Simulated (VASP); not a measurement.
# Sn (Pm-3m) in VASP: notebook

Runs on Sn. Level: PBE. Tasks: relaxation of cell and atoms.

Program: VASP 6.6.1. These are calculated values, not measurements. Logs are shortened: lines on timing, memory, paths and dates and some standing lists are left out, and cuts for length are marked.

## Step 1: The cell of the first run

It takes space group Pm-3m (No. 221, cubic). Conventional cell: a = 3.115 Å, b = 3.115 Å, c = 3.115 Å, α = 90.00°, β = 90.00°, γ = 90.00°. Sn (site symmetry m-3m) has 6 Sn at 3.12 Å within 4.1 Å.

This isn't the form of Sn at room conditions, which is tetragonal (white tin).

## Step 2: Relaxation of cell and atoms, PBE, non-collinear spin, zero start, spin-orbit coupling

INCAR

```
ALGO = Normal
EDIFF = 1E-6
EDIFFG = -0.005
ENCUT = 600
GGA = PE
GGA_COMPAT = F
IBRION = 2
ISIF = 3
ISMEAR = -1
LASPH = T
LCHARG = F
LORBIT = 11
LORBMOM = T
LREAL = F
LSORBIT = T
LWAVE = F
MAGMOM = 0 0 0
NELM = 150
NSW = 60
PREC = Accurate
SIGMA = 0.05
```

KPOINTS

```
k-points
0
Gamma
  13 13 13
```

POSCAR

```
Sn
1.0
    3.1154964611      0.0000000000      0.0000000000
    0.0000000000      3.1154964611      0.0000000000
    0.0000000000      0.0000000000      3.1154964611
Sn
1
Direct
    0.0000000000      0.0000000000      0.0000000000
```

Potentials or basis: VASP PAW PBE potentials, release 64 (Sn_d).

Started as:

```sh
> cat potpaw_PBE.64/Sn_d/POTCAR > POTCAR
> mpirun -np 1 vasp_ncl > vasp.out
```

OUTCAR:

```text
EDIFF = 1E-6
   EDIFFG = -0.005
   ENCUT = 600
   GGA = PE
   IBRION = 2
   ISIF = 3
   ISMEAR = -1
   LASPH = T
   LORBIT = 11
   LREAL = F
   LSORBIT = T
   NELM = 150
   NSW = 60
   PREC = Accurate

 ion  position               nearest neighbor table
   1  0.000  0.000  0.000-

  LATTYP: Found a simple cubic cell.
 ALAT       =     3.1154964611

  Lattice vectors:

 A1 = (   3.1154964611,   0.0000000000,   0.0000000000)
 A2 = (   0.0000000000,   3.1154964611,   0.0000000000)
 A3 = (   0.0000000000,   0.0000000000,   3.1154964611)

Analysis of symmetry for initial positions (statically):
=====================================================================
 Subroutine PRICEL returns:
 Original cell was already a primitive cell.

 Routine SETGRP: Setting up the symmetry group for a
 simple cubic supercell.

 Subroutine GETGRP returns: Found 48 space group operations
 (whereof 48 operations were pure point group operations)
 out of a pool of 48 trial point group operations.

The static configuration has the point symmetry O_h .

Analysis of symmetry for dynamics (positions and initial velocities):
=====================================================================
 Subroutine PRICEL returns:
 Original cell was already a primitive cell.

 Routine SETGRP: Setting up the symmetry group for a
 simple cubic supercell.

 Subroutine GETGRP returns: Found 48 space group operations
 (whereof 48 operations were pure point group operations)
 out of a pool of 48 trial point group operations.

The dynamic configuration has the point symmetry O_h .

Analysis of structural, dynamic, and magnetic symmetry:
=====================================================================
 Subroutine PRICEL returns:
 Original cell was already a primitive cell.

 Routine SETGRP: Setting up the symmetry group for a
 simple cubic supercell.

 Subroutine GETGRP returns: Found 48 space group operations
 (whereof 48 operations were pure point group operations)
 out of a pool of 48 trial point group operations.

The overall configuration has the point symmetry O_h .

 Subroutine INISYM returns: Found 48 space group operations
 (whereof 48 operations are pure point group operations),
 and found     1 'primitive' translations

----------------------------------------------------------------------------------------

                                     Primitive cell

  volume of cell :      30.2400

  direct lattice vectors                    reciprocal lattice vectors
     3.115496461  0.000000000  0.000000000     0.320976131  0.000000000  0.000000000
     0.000000000  3.115496461  0.000000000     0.000000000  0.320976131  0.000000000
     0.000000000  0.000000000  3.115496461     0.000000000  0.000000000  0.320976131

  length of vectors
     3.115496461  3.115496461  3.115496461     0.320976131  0.320976131  0.320976131

  position of ions in fractional coordinates (direct lattice)
     0.000000000  0.000000000  0.000000000

  ion indices of the primitive-cell ions
   primitive index   ion index
                 1           1

----------------------------------------------------------------------------------------

 KPOINTS: k-points

Automatic generation of k-mesh.
 Grid dimensions read from file:
 generate k-points for:   13   13   13

 Generating k-lattice:

  Cartesian coordinates                     Fractional coordinates (reciprocal lattice)
     0.024690472  0.000000000  0.000000000     0.076923077  0.000000000  0.000000000
     0.000000000  0.024690472  0.000000000     0.000000000  0.076923077  0.000000000
     0.000000000  0.000000000  0.024690472     0.000000000  0.000000000  0.076923077

  Length of vectors
[... 61 lines left out ...]
   ISIF   =      3    stress and relaxation
   ISYM   =      2    0-nonsym 1-usesym 2-fastsym
   POTIM  = 0.5000    time-step for ionic-motion
   TEBEG  =    0.0;   TEEND  =   0.0 temperature during run
   PSTRESS=    0.0 pullay stress
   NELECT =      14.0000    total number of electrons
   NUPDOWN=      -1.0000    fix difference up-down
   EMIN   =  10.00;   EMAX   =-10.00  energy-range for DOS
   EFERMI =   0.00;   METHOD = LEGACY
   ISMEAR =    -1;   SIGMA  =   0.05  broadening in eV -4-tet -1-fermi 0-gaus
   EFERMI_NEDOS =   21; number of points for ismear=-14 and -15
   IALGO  =     38    algorithm
   IMIX   =      4    mixing-type and parameters
     AMIX     =   0.40;   BMIX     =  1.00
     AMIX_MAG =   1.60;   BMIX_MAG =  1.00
  volume/ion in A,a.u.               =      30.24       204.07
  Fermi-wavevector in a.u.,A,eV,Ry     =   1.266456  2.393256 21.822545  1.603912
  Thomas-Fermi vector in A             =   2.399656
   LORBIT       =     11    0 simple, 1 ext, 2 COOP (PROOUT), +10 PAW based schemes
   GGA     = PE    functional components
   LHFCALC =     F    Hartree Fock is set to
   AEXX    =    0.0000 exact exchange contribution
   IVDW    =     0    specifies the selected vdW correction
   LEPSILON=     F    determine dielectric tensor
   LRPA    =     F    only Hartree local field effects (RPA)
 conjugate gradient relaxation of ions
  energy-cutoff  :      600.00
  volume of cell :       30.24
 maximum number of plane-waves:      2042
 NGX is ok and might be reduce to    28
   NGX = 13   NGY = 13   NGZ = 13

--------------------------------------- Ionic step        1  -------------------------------------------

 number of electron      14.0000000 magnetization       0.0000000      0.0000000      0.0000000

 number of electron      13.9999995 magnetization       0.0000000     -0.0000000     -0.0000000

 number of electron      13.9999995 magnetization      -0.0000000      0.0000000      0.0000000

 Free energy of the ion-electron system (eV)
  ---------------------------------------------------
  ext. energy  EPLUGINS =         0.00000000
  ---------------------------------------------------
  free energy    TOTEN  =        -3.83851583 eV

  energy without entropy =       -3.83416564  energy(sigma->0) =       -3.83634073

------------------------ aborting loop because EDIFF is reached ----------------------------------------

  FORCE on cell =-STRESS in cart. coord.  units (eV):
  Direction    XX          YY          ZZ          XY          YZ          ZX
  --------------------------------------------------------------------------------------
  -------------------------------------------------------------------------------------
  Total       -0.2066073     -0.2066073     -0.2066073      0.0000000     -0.0000000      0.0000000
  in kB      -10.9464817    -10.9464817    -10.9464817      0.0000000     -0.0000000      0.0000000
  external PRESSURE =     -10.9464817 kB  Pullay stress =       0.0000000 kB
[... 170 lines left out ...]
 number of electron      13.9999995 magnetization      -0.0000000      0.0000000      0.0000000

 number of electron      13.9999995 magnetization       0.0000000     -0.0000000     -0.0000000

 Free energy of the ion-electron system (eV)
  ---------------------------------------------------
  ext. energy  EPLUGINS =         0.00000000
  ---------------------------------------------------
  free energy    TOTEN  =        -3.84120475 eV

  energy without entropy =       -3.83679486  energy(sigma->0) =       -3.83899981

 E-fermi :   6.9625     XC(G=0):  -9.8669

 val. band max:        6.8993308377   @ k =   0.4615   0.3846   0.2308
 cond. band min:       6.9652985974   @ k =   0.3846   0.3846   0.3846
 fundamental gap:      0.0659677596
 Fermi energy:         6.9624551818

 k-point     1 :       0.0000    0.0000    0.0000
  band No.  band energies     occupation
      1     -15.0732      1.00000
      2     -15.0732      1.00000
      3     -15.0732      1.00000
      4     -15.0732      1.00000
      5     -14.0550      1.00000
      6     -14.0550      1.00000
[... 589 lines left out ...]
     21      18.8459      0.00000
     22      18.8459      0.00000

 [... further k-points ...]

------------------------ aborting loop because EDIFF is reached ----------------------------------------

  FORCE on cell =-STRESS in cart. coord.  units (eV):
  Direction    XX          YY          ZZ          XY          YZ          ZX
  --------------------------------------------------------------------------------------
  -------------------------------------------------------------------------------------
  Total        0.0027899      0.0027899      0.0027899      0.0000000     -0.0000000      0.0000000
  in kB        0.1515755      0.1515755      0.1515755      0.0000000     -0.0000000      0.0000000
  external PRESSURE =       0.1515755 kB  Pullay stress =       0.0000000 kB
[... 16 lines left out ...]
  FREE ENERGIE OF THE ION-ELECTRON SYSTEM (eV)
  ---------------------------------------------------
  free  energy   TOTEN  =        -3.8412047541 eV

  energy  without entropy=       -3.8367948564  energy(sigma->0) =       -3.83899981

 reached required accuracy - stopping structural energy minimisation

 orbital moment (x)

 # of ion     p       d       tot
 ----------------------------------------
  1         0.000  -0.000  -0.000
 ----------------------------------------
            0.000  -0.000  -0.000

 orbital moment (y)

 # of ion     p       d       tot
 ----------------------------------------
  1        -0.000   0.000  -0.000
 ----------------------------------------
           -0.000   0.000  -0.000

 orbital moment (z)

 # of ion     p       d       tot
 ----------------------------------------
  1         0.000   0.000   0.000
 ----------------------------------------
            0.000   0.000   0.000

 Spin-Orbit-Coupling matrix elements

 Ion:    1  E_soc:     -0.1209409
 l=   1
     0.0000000    -0.0140530    -0.0140530
    -0.0140530     0.0000000    -0.0140530
    -0.0140530    -0.0140530     0.0000000
 l=   2
     0.0000000    -0.0012452     0.0000000    -0.0012452    -0.0048586
    -0.0012452     0.0000000    -0.0036439    -0.0012452    -0.0012146
     0.0000000    -0.0036439     0.0000000    -0.0036439     0.0000000
    -0.0012452    -0.0012452    -0.0036439     0.0000000    -0.0012146
    -0.0048586    -0.0012146     0.0000000    -0.0012146     0.0000000
 l=   3
     0.0000000     0.0000000     0.0000000     0.0000000     0.0000000     0.0000000     0.0000000
     0.0000000     0.0000000     0.0000000     0.0000000     0.0000000     0.0000000     0.0000000
     0.0000000     0.0000000     0.0000000     0.0000000     0.0000000     0.0000000     0.0000000
     0.0000000     0.0000000     0.0000000     0.0000000     0.0000000     0.0000000     0.0000000
     0.0000000     0.0000000     0.0000000     0.0000000     0.0000000     0.0000000     0.0000000
     0.0000000     0.0000000     0.0000000     0.0000000     0.0000000     0.0000000     0.0000000
     0.0000000     0.0000000     0.0000000     0.0000000     0.0000000     0.0000000     0.0000000

 total charge

# of ion       s       p       d       tot
------------------------------------------
    1        1.234   1.001   9.966  12.201

 magnetization (x)

# of ion       s       p       d       tot
------------------------------------------
    1        0.000  -0.000   0.000   0.000

 magnetization (y)

# of ion       s       p       d       tot
------------------------------------------
    1        0.000   0.000   0.000   0.000

 magnetization (z)

# of ion       s       p       d       tot
------------------------------------------
    1        0.000   0.000  -0.000   0.000
```

It took 2.7 min on 1 thread of Intel Xeon 6975P-C (Granite Rapids), shared host; peak memory 0.31 GiB.

What came out:

* Free energy: -3.8412 eV
* Relaxed volume: 29.49 Å³/atom
* Relaxed cell: a = 3.090 Å, b = 3.090 Å, c = 3.090 Å, α = 90.00°, β = 90.00°, γ = 90.00°
* Space group after relaxing (to 0.1 Å): Pm-3m (No. 221)
* Energy gained by relaxing: 2.7 meV/atom
* Ionic steps: 6
* Pressure after relaxing: 0.0 GPa
* Net moment: 0.00 μB per cell
* Valence electrons inside the program's atomic spheres: Sn 12.20

The path:
| step | energy change (eV) | largest force (eV/Å) | pressure (GPa) | volume (Å³) |
| --- | --- | --- | --- | --- |
| 1 | 0.0000 | 0.0000 | -1.09 | 30.24 |
| 2 | -0.0026 | 0.0000 | 0.20 | 29.34 |
| 3 | -0.0027 | 0.0000 | 0.03 | 29.47 |
| 4 | -0.0027 | 0.0000 | -0.04 | 29.49 |
| 5 | -0.0027 | 0.0000 | -0.04 | 29.49 |
| 6 | -0.0027 | 0.0000 | 0.02 | 29.49 |

Final structure:
```
CELL_PARAMETERS angstrom
3.08951 0.00000 0.00000
0.00000 3.08951 0.00000
0.00000 0.00000 3.08951
ATOMIC_POSITIONS crystal
Sn 0.00000 0.00000 0.00000
```

Moments on the atoms (μB; x, y, z):
```
Sn  0.00 0.00 0.00
```

(Continued in part 2 of 2.)
